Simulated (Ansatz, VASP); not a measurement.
SiBi2Te5: VASP beside Ansatz

```
CELL_PARAMETERS angstrom
7.36419 0.00000 0.00000
0.00000 7.36419 0.00000
0.00000 0.00000 6.94486
ATOMIC_POSITIONS crystal
Si 0.00000 0.00000 0.03289
Bi 0.50000 0.00000 0.90677
Bi 0.00000 0.50000 0.90677
Te 0.24939 0.24939 0.13916
Te 0.75061 0.75061 0.13916
Te 0.75061 0.24939 0.13916
Te 0.24939 0.75061 0.13916
Te 0.00000 0.00000 0.67720
```

Alike in both runs: functional PBE; k mesh 4 × 4 × 6; occupations gaussian, width 0.1 eV; no spin polarisation.

Ansatz relaxed the structure, and its values are those at the end. VASP's run is a single point on that final structure, the one shown.

```csv
,VASP,Ansatz
version,VASP 6.6.1,Ansatz 0.2.0
potentials or method,"VASP PAW PBE potentials, release 64 (Si, Bi_d, Te), cutoff 520 eV","scalar-relativistic, plane waves, PAW"
valence electrons in the cell,64,114
```

VASP gave:

- gap on the k mesh at the Fermi level (eV): none
- pressure (GPa): 0.0
- rms of the force components (eV/Å): 0.008

Q: Which values does Ansatz return?

A: gap on the k mesh at the Fermi level (eV): none; pressure (GPa): 0.0; rms of the force components (eV/Å): 0.001.

A gap of «none» marks a metal or a gap that the smearing closes. VASP's potentials hold 64 valence electrons a cell and Ansatz's 114, so a difference there can come from the potentials and not from the codes.

Spin-orbit coupling is off throughout.
